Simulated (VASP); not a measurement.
Write the native input for VASP 6.6.1 that does the following.

```
Task                   : single point
Functional             : PBE
Potentials or basis    : VASP PAW PBE potentials, release 64 (Sb)
Cutoff                 : 520 eV
k mesh                 : 10 × 7 × 1
Occupations            : fermi-dirac, width 0.08 eV
Spin                   : no spin polarisation
Dipole correction      : yes
Further INCAR settings : ALGO = Normal; EDIFF = 1e-07; NBANDS = 24
```

The structure of Sb lies in POSCAR:

```
Sb
1.0
    3.3884663838      0.0000000000      0.0000000000
    0.0000000000      4.7920151155      0.0000000000
    0.0000000000      0.0000000000     24.4712000000
Sb
6
Direct
    0.2500000000      0.2500000000      0.3311959273
    0.7500000000      0.7500000000      0.3861305795
    0.2500000000      0.2500000000      0.4482815740
    0.7500000000      0.7500000000      0.5517184231
    0.2500000000      0.2500000000      0.6138694254
    0.7500000000      0.7500000000      0.6688040707
```

One way to write it, as run:

INCAR

```
PREC = Accurate ; ENCUT = 520
EDIFF = 1E-7 ; ISMEAR = -1
SIGMA = 0.08 ; LREAL = False
LASPH = True ; NELM = 100
ALGO = Normal ; ISIF = 2
LWAVE = False ; LCHARG = False
LDIPOL = True ; IDIPOL = 3
DIPOL = 0.5 0.5 0.500 ; GGA = PE
NBANDS = 24
```

KPOINTS

```
regular mesh
0
Gamma
  10 7 1
```

Potentials or basis: VASP PAW PBE potentials, release 64 (Sb).

Command:

```console
$ cat potpaw_PBE.64/Sb/POTCAR > POTCAR
$ mpirun -np 1 vasp_std > vasp.out
```

It gave:

```yaml
Largest_force: 0.016 eV/Å
Band_gap_on_the_k_mesh: zero (bands 15 and 16 overlap by 3.02 eV)
```

Caveat: spin-orbit coupling is left out, which moves the levels of the heavy elements.

It took 3.4 min on 1 thread of AMD EPYC 9R45 96-Core Processor (Zen 5), with other jobs on the host, peak memory 0.51 GiB.
